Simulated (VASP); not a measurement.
A run of VASP 6.6.1:

File INCAR:

```
ALGO = Normal ; EDIFF = 1E-7
EDIFFG = -0.04 ; ENCUT = 600
GGA = PE ; IBRION = 2
ISIF = 3 ; ISMEAR = 0
LASPH = T ; LCHARG = F
LREAL = F ; LWAVE = F
NELM = 80 ; NSW = 90
PREC = Accurate ; SIGMA = 0.1
```

Contents of KPOINTS:

```
k-points
0
Gamma
  4 4 4
```

POSCAR

```
Te
1.0
   -3.6599380200      3.6599380200      2.5342892700
    3.6599380200     -3.6599380200      2.5342892700
    3.6599380200      3.6599380200     -2.5342892700
Te
6
Direct
    0.0000000000      0.0000000000      0.0000000000
    0.7500000000      0.2500000000      0.5000000000
    0.3750000000      0.6250000000      0.7500000000
    0.3750000000      0.1250000000      0.7500000000
    0.3750000000      0.6250000000      0.2500000000
    0.8750000000      0.6250000000      0.2500000000
```

Potentials or basis: VASP PAW PBE potentials, release 64 (Te).

Command:

```console
$ cat potpaw_PBE.64/Te/POTCAR > POTCAR
$ mpirun -np 1 vasp_std > vasp.out
```

Hardware: 1 thread of AMD EPYC 7R43 64-Core Processor (Zen 3), with other jobs on the host.

**Question.** How long does it take, and how much memory?

**Answer.** Run time: 13 min on 1 thread of AMD EPYC 7R43 64-Core Processor (Zen 3), with other jobs on the host, peak memory 0.31 GiB. Counts: scf iterations 119, k points 13, ion steps 10.
